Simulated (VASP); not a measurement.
# Pb (P6_3/mmc) in VASP: a series of runs

Pb is run at these levels: PBE; tasks: electric field gradients.

All numbers are computed with VASP 6.6.1; they aren't measurements. Logs are shortened: lines on timing, memory, paths and dates and some standing lists are left out, and cuts for length are marked.

### Step 1. The cell of the first run

Symmetry: P6_3/mmc, No. 194, hexagonal system. Conventional cell: a = 3.480 Å, b = 3.480 Å, c = 5.422 Å, α = 90.00°, β = 90.00°, γ = 120.00°. Within 4.4 Å of Pb (site symmetry -6m2) lie 12 Pb at 3.37 to 3.48 Å.

### Step 2. Electric field gradients, PBE (zz strain of -3 %)

File INCAR:

```
PREC = Accurate ; ENCUT = 520
EDIFF = 1E-8 ; ISMEAR = -1
SIGMA = 0.05 ; LREAL = F
LASPH = T ; NELM = 80
ALGO = Normal ; ISIF = 2
LWAVE = F ; LCHARG = F
GGA = PE ; LEFG = T
NBANDS = 21
```

File KPOINTS:

```
regular mesh
0
Gamma
  12 12 7
```

File POSCAR:

```
Pb
1.0
    3.4800006906      0.0000000000      0.0000000000
   -1.7400003453      3.0137690032      0.0000000000
    0.0000000000      0.0000000000      5.4223000000
Pb
2
Direct
    0.3333333333      0.6666666667      0.2500000000
    0.6666666667      0.3333333333      0.7500000000
```

Potentials or basis: VASP PAW PBE potentials, release 64 (Pb_d).

Command:

```bash
$ cat potpaw_PBE.64/Pb_d/POTCAR > POTCAR
$ mpirun -np 1 vasp_std > vasp.out
```

OUTCAR:

```text
PREC = Accurate
   ENCUT = 520
   EDIFF = 1E-8
   ISMEAR = -1
   LREAL = F
   LASPH = T
   NELM = 80
   ISIF = 2
   GGA = PE

 ion  position               nearest neighbor table
   1  0.333  0.667  0.250-   2 3.37   2 3.37   2 3.37   2 3.37   2 3.37   2 3.37
   2  0.667  0.333  0.750-   1 3.37   1 3.37   1 3.37   1 3.37   1 3.37   1 3.37

  LATTYP: Found a hexagonal cell.
 ALAT       =     3.4800006906
 C/A-ratio  =     1.5581318747

  Lattice vectors:

 A1 = (   3.4800006906,   0.0000000000,   0.0000000000)
 A2 = (  -1.7400003453,   3.0137690032,   0.0000000000)
 A3 = (   0.0000000000,   0.0000000000,   5.4223000000)

Analysis of symmetry for initial positions (statically):
=====================================================================
 Subroutine PRICEL returns:
 Original cell was already a primitive cell.

 Routine SETGRP: Setting up the symmetry group for a
 hexagonal supercell.

 Subroutine GETGRP returns: Found 24 space group operations
 (whereof 12 operations were pure point group operations)
 out of a pool of 24 trial point group operations.

The static configuration has the point symmetry D_3d.
 The point group associated with its full space group is D_6h.

Analysis of symmetry for dynamics (positions and initial velocities):
=====================================================================
 Subroutine PRICEL returns:
 Original cell was already a primitive cell.

 Routine SETGRP: Setting up the symmetry group for a
 hexagonal supercell.

 Subroutine GETGRP returns: Found 24 space group operations
 (whereof 12 operations were pure point group operations)
 out of a pool of 24 trial point group operations.

The dynamic configuration has the point symmetry D_3d.
 The point group associated with its full space group is D_6h.

 Subroutine INISYM returns: Found 24 space group operations
 (whereof 12 operations are pure point group operations),
 and found     1 'primitive' translations

----------------------------------------------------------------------------------------

                                     Primitive cell

  volume of cell :      56.8686

  direct lattice vectors                    reciprocal lattice vectors
[... 111 lines left out ...]
   LORBIT       =      0    0 simple, 1 ext, 2 COOP (PROOUT), +10 PAW based schemes
   GGA     = PE    functional components
[... 5 lines left out ...]
 non-spin polarized calculation
  energy-cutoff  :      520.00
  volume of cell :       56.87
 maximum number of plane-waves:      1568
 NGX is ok and might be reduce to    28
   NGX = 13   NGY = 13   NGZ = 21

 number of electron      27.9999999 magnetization

 Free energy of the ion-electron system (eV)
  ---------------------------------------------------
  ext. energy  EPLUGINS =         0.00000000
  ---------------------------------------------------
  free energy    TOTEN  =        -6.97024252 eV

  energy without entropy =       -6.96360128  energy(sigma->0) =       -6.96692190

 E-fermi :   8.0269     XC(G=0): -10.4996

 val. band max:        7.9933721404   @ k =   0.4167   0.1667   0.0000
 cond. band min:       8.0490503011   @ k =   0.4167   0.0833   0.1429
 fundamental gap:      0.0556781607
 Fermi energy:         8.0269102417

 k-point     1 :       0.0000    0.0000    0.0000
  band No.  band energies     occupation
      1      -9.1637      2.00000
      2      -9.0830      2.00000
      3      -9.0772      2.00000
      4      -9.0772      2.00000
      5      -9.0467      2.00000
      6      -9.0467      2.00000
[... 565 lines left out ...]
     20      16.3155      0.00000
     21      19.1088      0.00000

 [... further k-points ...]
[... 5 lines left out ...]
  --------------------------------------------------------------------------------------
  -------------------------------------------------------------------------------------
  Total        1.8108936      1.8108936      2.4380118     -0.0000000      0.0000000      0.0000000
  in kB       51.0188526     51.0188526     68.6868412     -0.0000000      0.0000000      0.0000000
  external PRESSURE =      56.9081821 kB  Pullay stress =       0.0000000 kB

 VOLUME and BASIS-vectors are now :
 -----------------------------------------------------------------------------
  energy-cutoff  :      520.00
  volume of cell :       56.87
      direct lattice vectors                 reciprocal lattice vectors
     3.480000691  0.000000000  0.000000000     0.287356265  0.165905217  0.000000000
    -1.740000345  3.013769003  0.000000000     0.000000000  0.331810434  0.000000000
     0.000000000  0.000000000  5.422300000     0.000000000  0.000000000  0.184423584

 POSITION                                       TOTAL-FORCE (eV/Angst)
 -----------------------------------------------------------------------------------
     -0.00000      2.00918      1.35557         0.000000     -0.000000      0.000000
      1.74000      1.00459      4.06672        -0.000000      0.000000      0.000000
 -----------------------------------------------------------------------------------
    total drift:                               -0.000000      0.000000      0.000000

  FREE ENERGIE OF THE ION-ELECTRON SYSTEM (eV)
  ---------------------------------------------------
  free  energy   TOTEN  =        -6.9702425209 eV

  energy  without entropy=       -6.9636012803  energy(sigma->0) =       -6.96692190

 Electric field gradients (V/A^2)
---------------------------------------------------------------------
 ion       V_xx      V_yy      V_zz      V_xy      V_xz      V_yz
---------------------------------------------------------------------
   1      14.721    14.721   -29.442    -0.000     0.000    -0.000
   2      14.721    14.721   -29.442    -0.000    -0.000     0.000
---------------------------------------------------------------------

 Electric field gradients after diagonalization (V/A^2)
 (convention: |V_zz| > |V_xx| > |V_yy|)
----------------------------------------------------------------------
 ion       V_xx      V_yy      V_zz     asymmetry (V_yy - V_xx)/ V_zz
----------------------------------------------------------------------
   1      14.721    14.721   -29.442       0.000
   2      14.721    14.721   -29.442       0.000
----------------------------------------------------------------------

           NMR quadrupolar parameters

 Cq : quadrupolar parameter    Cq=e*Q*V_zz/h
 eta: asymmetry parameters     (V_yy - V_xx)/ V_zz
 Q  : nuclear electric quadrupole moment in mb (millibarn)
----------------------------------------------------------------------
 ion       Cq(MHz)       eta       Q (mb)
----------------------------------------------------------------------
   1      -0.071       0.000       1.000
   2      -0.071       0.000       1.000
----------------------------------------------------------------------
```

stdout:

```text
POSCAR found type information on POSCAR Pb
 POSCAR found :  1 types and       2 ions
 scaLAPACK will be used
 LDA part: xc-table for (Slater+PW92), standard interpolation
 POSCAR, INCAR and KPOINTS ok, starting setup
 FFT: planning ... GRIDC
 FFT: planning ... GRID_SOFT
 FFT: planning ... GRID
 WAVECAR not read
 entering main loop
ion   1

ion   2
```

Run time: 31 s. Hardware: 1 thread of Intel Xeon 6975P-C (Granite Rapids), shared host; peak memory 0.22 GiB.

Results:

```yaml
Free_energy: -6.9702 eV
Pressure: 5.7 GPa
Band_gap_on_the_k_mesh: zero (band 14 reaches 13.49 eV, above the bottom of band 15 at 5.85 eV)
```

Electric field gradients, principal values (V/Å²):
```csv
atom,least,middle,greatest (by size)
1 Pb,14.721,14.721,-29.442
2 Pb,14.721,14.721,-29.442
```

Caveat: the cell differs from its parent crystal (zz strain of -3 %); without QUAD_EFG the Cq values of the log hold for a quadrupole moment of 1 mb, not for the nuclei; spin-orbit coupling is left out, which moves the levels of the heavy elements.

### Step 3. Electric field gradients, PBE (zz strain of -3 %)

File INCAR:

```
SYSTEM = Pb
PREC = Accurate
ENCUT = 520
EDIFF = 1E-8
ISMEAR = -1
SIGMA = 0.05
LREAL = .FALSE.
LASPH = .TRUE.
NELM = 100
ALGO = Normal
ISIF = 2
LWAVE = .FALSE.
LCHARG = .FALSE.
GGA = PE
LEFG = .TRUE.
NBANDS = 21
```

File KPOINTS:

```
regular mesh
0
G
  12 12 7
  0 0 0
```

POSCAR is that of step 2.

Potentials or basis: VASP PAW PBE potentials, release 64 (Pb_d).

Command:

```bash
$ cat potpaw_PBE.64/Pb_d/POTCAR > POTCAR
$ mpirun -np 1 vasp_std > vasp.out
```

OUTCAR:

```text
SYSTEM = Pb
   PREC = Accurate
   ENCUT = 520
   EDIFF = 1E-8
   ISMEAR = -1
   LREAL = .FALSE.
   LASPH = .TRUE.
   NELM = 100
   ISIF = 2
   GGA = PE

 ion  position               nearest neighbor table
   1  0.333  0.667  0.250-   2 3.37   2 3.37   2 3.37   2 3.37   2 3.37   2 3.37
   2  0.667  0.333  0.750-   1 3.37   1 3.37   1 3.37   1 3.37   1 3.37   1 3.37

  LATTYP: Found a hexagonal cell.
 ALAT       =     3.4800006906
 C/A-ratio  =     1.5581318747

  Lattice vectors:

 A1 = (   3.4800006906,   0.0000000000,   0.0000000000)
 A2 = (  -1.7400003453,   3.0137690032,   0.0000000000)
 A3 = (   0.0000000000,   0.0000000000,   5.4223000000)

Analysis of symmetry for initial positions (statically):
=====================================================================
 Subroutine PRICEL returns:
 Original cell was already a primitive cell.

 Routine SETGRP: Setting up the symmetry group for a
 hexagonal supercell.
[... 767 lines left out ...]
  volume of cell :       56.87
      direct lattice vectors                 reciprocal lattice vectors
     3.480000691  0.000000000  0.000000000     0.287356265  0.165905217  0.000000000
    -1.740000345  3.013769003  0.000000000     0.000000000  0.331810434  0.000000000
     0.000000000  0.000000000  5.422300000     0.000000000  0.000000000  0.184423584

 POSITION                                       TOTAL-FORCE (eV/Angst)
 -----------------------------------------------------------------------------------
     -0.00000      2.00918      1.35557         0.000000     -0.000000      0.000000
      1.74000      1.00459      4.06672        -0.000000      0.000000      0.000000
 -----------------------------------------------------------------------------------
    total drift:                               -0.000000      0.000000      0.000000

  FREE ENERGIE OF THE ION-ELECTRON SYSTEM (eV)
  ---------------------------------------------------
  free  energy   TOTEN  =        -6.9702425209 eV

  energy  without entropy=       -6.9636012803  energy(sigma->0) =       -6.96692190

 Electric field gradients (V/A^2)
---------------------------------------------------------------------
 ion       V_xx      V_yy      V_zz      V_xy      V_xz      V_yz
---------------------------------------------------------------------
   1      14.721    14.721   -29.442    -0.000     0.000    -0.000
   2      14.721    14.721   -29.442    -0.000    -0.000     0.000
---------------------------------------------------------------------

 Electric field gradients after diagonalization (V/A^2)
 (convention: |V_zz| > |V_xx| > |V_yy|)
----------------------------------------------------------------------
 ion       V_xx      V_yy      V_zz     asymmetry (V_yy - V_xx)/ V_zz
----------------------------------------------------------------------
   1      14.721    14.721   -29.442       0.000
   2      14.721    14.721   -29.442       0.000
----------------------------------------------------------------------

           NMR quadrupolar parameters

 Cq : quadrupolar parameter    Cq=e*Q*V_zz/h
 eta: asymmetry parameters     (V_yy - V_xx)/ V_zz
 Q  : nuclear electric quadrupole moment in mb (millibarn)
----------------------------------------------------------------------
 ion       Cq(MHz)       eta       Q (mb)
----------------------------------------------------------------------
   1      -0.071       0.000       1.000
   2      -0.071       0.000       1.000
----------------------------------------------------------------------
```

stdout:

```text
POSCAR found type information on POSCAR Pb
 POSCAR found :  1 types and       2 ions
 scaLAPACK will be used
 LDA part: xc-table for (Slater+PW92), standard interpolation
 POSCAR, INCAR and KPOINTS ok, starting setup
 FFT: planning ... GRIDC
 FFT: planning ... GRID_SOFT
 FFT: planning ... GRID
 WAVECAR not read
 entering main loop
ion   1

ion   2
```

It took 31 s on 1 thread of Intel Xeon 6975P-C (Granite Rapids), shared host; peak memory 0.22 GiB.

What came out:

- Free energy: -6.9702 eV
- Pressure: 5.7 GPa
- Band gap on the k mesh: zero (band 14 reaches 13.49 eV, above the bottom of band 15 at 5.85 eV)

Electric field gradients, principal values (V/Å²):
```tsv
atom	least	middle	greatest (by size)
1 Pb	14.721	14.721	-29.442
2 Pb	14.721	14.721	-29.442
```

Caveat: the cell differs from its parent crystal (zz strain of -3 %); without QUAD_EFG the Cq values of the log hold for a quadrupole moment of 1 mb, not for the nuclei; spin-orbit coupling is left out, which moves the levels of the heavy elements.

(Part 1 of 3 ends here.)
